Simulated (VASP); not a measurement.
# AlFe3B in VASP: notebook, part 3 of 3

VASP 6.6.1.

### 7 Relaxation of cell and atoms, PBEsol, collinear spin, ferromagnetic start

This run uses another cell than the first one, of 11.17 Å³/atom.

The input, INCAR:

```
ALGO     = Normal         # electronic algorithm
EDIFF    = 1E-6           # SCF threshold, eV
EDIFFG   = -0.01          # ionic threshold
ENCUT    = 600            # plane-wave cutoff, eV
GGA      = PS             # functional
IBRION   = 2              # ionic algorithm
ISIF     = 3              # what is computed and relaxed
ISMEAR   = -1             # smearing method
ISPIN    = 2              # spin polarisation
LASPH    = True           # aspherical terms in the spheres
LCHARG   = False          # write CHGCAR
LMAXMIX  = 4              # l up to which the mixer works
LORBIT   = 11             # projections on sites
LREAL    = False          # projectors in reciprocal space
LWAVE    = False          # write WAVECAR
MAGMOM   = 3 3 3 0 0      # initial moments
NELM     = 150            # most SCF steps
NSW      = 60             # ionic steps
PREC     = Accurate       # precision mode
SIGMA    = 0.05           # smearing width, eV
```

The input, KPOINTS:

```
k-points
0
Gamma
  7 7 7
```

The input, POSCAR:

```
AlFe3B
1.0
    3.8223220000      0.0000000000      0.0000000000
    0.0000000000      3.8223220000      0.0000000000
    0.0000000000      0.0000000000      3.8223220000
Fe Al B
3 1 1
Direct
    0.0000000000      0.0000000000      0.5000000000
    0.0000000000      0.5000000000      0.0000000000
    0.5000000000      0.0000000000      0.0000000000
    0.5000000000      0.5000000000      0.5000000000
    0.0000000000      0.0000000000      0.0000000000
```

Potentials or basis: VASP PAW PBE potentials, release 64 (Fe, Al, B).

Launch:

```sh
$ cat potpaw_PBE.64/Fe/POTCAR potpaw_PBE.64/Al/POTCAR potpaw_PBE.64/B/POTCAR > POTCAR
$ mpirun -np 1 vasp_std > vasp.out
```

OUTCAR:

```text
EDIFF = 1E-6
   EDIFFG = -0.01
   ENCUT = 600
   GGA = PS
   IBRION = 2
   ISIF = 3
   ISMEAR = -1
   ISPIN = 2
   LASPH = True
   LORBIT = 11
   LREAL = False
   NELM = 150
   NSW = 60
   PREC = Accurate

 ion  position               nearest neighbor table
   1  0.000  0.000  0.500-   5 1.91   5 1.91   4 2.70   2 2.70   2 2.70   3 2.70   3 2.70   2 2.70
                             4 2.70   2 2.70   3 2.70   4 2.70   3 2.70   4 2.70
   2  0.000  0.500  0.000-   5 1.91   5 1.91   4 2.70   1 2.70   1 2.70   4 2.70   1 2.70   3 2.70
                             3 2.70   1 2.70   3 2.70   4 2.70   4 2.70   3 2.70
   3  0.500  0.000  0.000-   5 1.91   5 1.91   4 2.70   1 2.70   1 2.70   4 2.70   2 2.70   4 2.70
                             4 2.70   1 2.70   2 2.70   2 2.70   1 2.70   2 2.70
   4  0.500  0.500  0.500-   1 2.70   2 2.70   3 2.70   2 2.70   3 2.70   1 2.70   3 2.70   3 2.70
                             1 2.70   2 2.70   2 2.70   1 2.70
   5  0.000  0.000  0.000-   1 1.91   2 1.91   3 1.91   1 1.91   2 1.91   3 1.91

  LATTYP: Found a simple cubic cell.
 ALAT       =     3.8223220000

  Lattice vectors:

 A1 = (   3.8223220000,   0.0000000000,   0.0000000000)
 A2 = (   0.0000000000,   3.8223220000,   0.0000000000)
 A3 = (   0.0000000000,   0.0000000000,   3.8223220000)

Analysis of symmetry for initial positions (statically):
=====================================================================
 Subroutine PRICEL returns:
 Original cell was already a primitive cell.

 Routine SETGRP: Setting up the symmetry group for a
 simple cubic supercell.

 Subroutine GETGRP returns: Found 48 space group operations
 (whereof 48 operations were pure point group operations)
 out of a pool of 48 trial point group operations.

The static configuration has the point symmetry O_h .

Analysis of symmetry for dynamics (positions and initial velocities):
=====================================================================
 Subroutine PRICEL returns:
 Original cell was already a primitive cell.

 Routine SETGRP: Setting up the symmetry group for a
 simple cubic supercell.

 Subroutine GETGRP returns: Found 48 space group operations
 (whereof 48 operations were pure point group operations)
 out of a pool of 48 trial point group operations.

The dynamic configuration has the point symmetry O_h .

[... 158 lines left out ...]
  ext. energy  EPLUGINS =         0.00000000
  ---------------------------------------------------
  free energy    TOTEN  =       -38.70326208 eV

  energy without entropy =      -38.67404603  energy(sigma->0) =      -38.68865406

------------------------ aborting loop because EDIFF is reached ----------------------------------------

  FORCE on cell =-STRESS in cart. coord.  units (eV):
  Direction    XX          YY          ZZ          XY          YZ          ZX
  --------------------------------------------------------------------------------------
  -------------------------------------------------------------------------------------
  Total       -2.5254763     -2.5254763     -2.5254763     -0.0000000      0.0000000     -0.0000000
  in kB      -72.4556196    -72.4556196    -72.4556196     -0.0000000      0.0000000     -0.0000000
  external PRESSURE =     -72.4556196 kB  Pullay stress =       0.0000000 kB
[... 65 lines left out ...]
--------------------------------------- Ionic step        3  -------------------------------------------

 number of electron      30.0000025 magnetization       4.0704185

 Free energy of the ion-electron system (eV)
  ---------------------------------------------------
  ext. energy  EPLUGINS =         0.00000000
  ---------------------------------------------------
  free energy    TOTEN  =       -38.74928198 eV

  energy without entropy =      -38.72015459  energy(sigma->0) =      -38.73471829

 E-fermi :   6.7967     XC(G=0): -12.5516

 val. band max:        6.7955482286   @ k =   0.1429   0.1429   0.0000
 cond. band min:       6.8043006636   @ k =   0.4286   0.1429   0.0000
 fundamental gap:      0.0087524351
 Fermi energy:         6.7966607905

 spin component 1

 k-point     1 :       0.0000    0.0000    0.0000
  band No.  band energies     occupation
      1      -4.1736      1.00000
      2      -0.0512      1.00000
      3       3.1638      1.00000
      4       3.1638      1.00000
      5       3.1638      1.00000
      6       3.3579      1.00000
[... 529 lines left out ...]
     23      10.0611      0.00000
     24      18.5844      0.00000
 Fermi energy:         6.7966607905

 spin component 2

 k-point     1 :       0.0000    0.0000    0.0000
  band No.  band energies     occupation
      1      -4.1494      1.00000
      2       0.2050      1.00000
      3       4.2365      1.00000
      4       4.2365      1.00000
      5       4.2930      1.00000
      6       4.2930      1.00000
[... 561 lines left out ...]
  FREE ENERGIE OF THE ION-ELECTRON SYSTEM (eV)
  ---------------------------------------------------
  free  energy   TOTEN  =       -38.7492819821 eV

  energy  without entropy=      -38.7201545924  energy(sigma->0) =      -38.73471829

 reached required accuracy - stopping structural energy minimisation

 total charge

# of ion       s       p       d       tot
------------------------------------------
    1        0.465   0.642   6.442   7.549
    2        0.465   0.642   6.442   7.549
    3        0.465   0.642   6.442   7.549
    4        0.387   0.362   0.000   0.749
    5        0.819   1.345   0.000   2.164
--------------------------------------------------
tot          2.601   3.633  19.326  25.560

 magnetization (x)

# of ion       s       p       d       tot
------------------------------------------
    1       -0.005  -0.021   1.469   1.443
    2       -0.005  -0.021   1.469   1.443
    3       -0.005  -0.021   1.469   1.443
    4       -0.017  -0.043   0.000  -0.060
    5       -0.018  -0.103   0.000  -0.122
--------------------------------------------------
tot         -0.051  -0.210   4.407   4.146
```

CONTCAR:

```text
AlFe3B
   1.00000000000000
     3.7765341159568564    0.0000000000000000   -0.0000000000000000
    -0.0000000000000000    3.7765341159568564   -0.0000000000000000
     0.0000000000000000    0.0000000000000000    3.7765341159568564
  Fe              Al              B
     3     1     1
Direct
     0.0000000000000000    0.0000000000000000    0.5000000000000000
     0.0000000000000000    0.5000000000000000    0.0000000000000000
     0.5000000000000000    0.0000000000000000    0.0000000000000000
     0.5000000000000000    0.5000000000000000    0.5000000000000000
     0.0000000000000000    0.0000000000000000    0.0000000000000000

  0.00000000E+00  0.00000000E+00  0.00000000E+00
  0.00000000E+00  0.00000000E+00  0.00000000E+00
  0.00000000E+00  0.00000000E+00  0.00000000E+00
  0.00000000E+00  0.00000000E+00  0.00000000E+00
  0.00000000E+00  0.00000000E+00  0.00000000E+00
```

Wall time 4.5 min (1 thread of Intel Xeon 8259CL, shared host); peak memory 0.24 GiB.

Results:

```yaml
Free_energy: -38.7493 eV
Relaxed_volume: 10.77 Å³/atom
Relaxed_cell: a = 3.777 Å, b = 3.777 Å, c = 3.777 Å, α = 90.00°, β = 90.00°, γ = 90.00°
Space_group_after_relaxing_to_0.1_Å: Pm-3m (No. 221)
Energy_gained_by_relaxing: 9.2 meV/atom
Ionic_steps: 3
Pressure_after_relaxing: -0.1 GPa
Net_moment: 4.07 μB per cell
Site_moments: Fe +1.44; Al -0.06; B -0.12 μB
Valence_electrons_inside_the_program's_atomic_spheres: Fe 7.55; Al 0.75; B 2.16
```

Step by step:
```csv
step,energy change (eV),largest force (eV/Å),pressure (GPa),volume (Å³)
1,0.0000,0.0000,-7.25,55.84
2,0.0046,0.0000,8.41,51.86
3,-0.0460,0.0000,-0.07,53.86
```

Final structure:
```
CELL_PARAMETERS angstrom
3.77653 0.00000 0.00000
0.00000 3.77653 0.00000
0.00000 0.00000 3.77653
ATOMIC_POSITIONS crystal
Fe 0.00000 0.00000 0.50000
Fe 0.00000 0.50000 0.00000
Fe 0.50000 0.00000 0.00000
Al 0.50000 0.50000 0.50000
B 0.00000 0.00000 0.00000
```

Levels at points of the mesh, in eV from the Fermi level:
Spin up:
| k point | band 14 | band 15 | band 16 | band 17 | band 18 | band 19 | band 20 | band 21 |
| --- | --- | --- | --- | --- | --- | --- | --- | --- |
| (0.00, 0.00, 0.00) | -1.00 | -1.00 | -0.20 | -0.10 | -0.10 | -0.10 | 4.89 | 4.94 |
Spin down:
```csv
k point,band 9,band 10,band 11,band 12,band 13,band 14,band 15,band 16,band 17,band 18
"(0.00, 0.00, 0.00)",-1.82,-1.82,0.16,0.16,0.16,0.17,0.17,1.31,1.42,1.42
```

Caveat: the PAW data sets were made with another functional, which shifts forces and pressure a little.

### 8 Summary

| task | level | cell | k mesh | cutoff (eV) | gap on the mesh (eV) | pressure (GPa) | moment (μB) |
| --- | --- | --- | --- | --- | --- | --- | --- |
| single point | PBEsol | a = 3.861, b = 3.861, c = 3.822 Å, 5 atoms | 6 × 6 × 6 | 520 | none | -10.4 | 4.15 |
| single point | PBEsol | a = 3.899, b = 3.899, c = 3.822 Å, 5 atoms | 6 × 6 × 6 | 520 | none | -13.3 | 4.20 |
| single point | PBE | a = 3.822 Å, 5 atoms | 7 × 7 × 7 | 520 | none | -0.8 | 4.11 |
| single point | PBEsol | a = 3.772 Å, 5 atoms | 7 × 7 × 7 | 520 | none | 0.7 | 4.06 |
| single point | PBEsol | a = 3.822 Å, 5 atoms | 7 × 7 × 7 | 520 | none | -7.1 | 4.11 |
| relaxation of cell and atoms | PBEsol | relaxed from a = 3.822 Å, 5 atoms | 7 × 7 × 7 | 600 | none | -0.1 | 4.07 |

Alike in all rows: potentials or basis VASP PAW PBE potentials, release 64 (Fe, Al, B); spin collinear, ferromagnetic start; smearing fermi-dirac 0.05 eV.

Caveats: the PAW data sets were made with another functional, which shifts forces and pressure a little (at least some runs); the cell stands under tension (at least some runs).

Absolute energies hang on the potentials; compare differences alone.
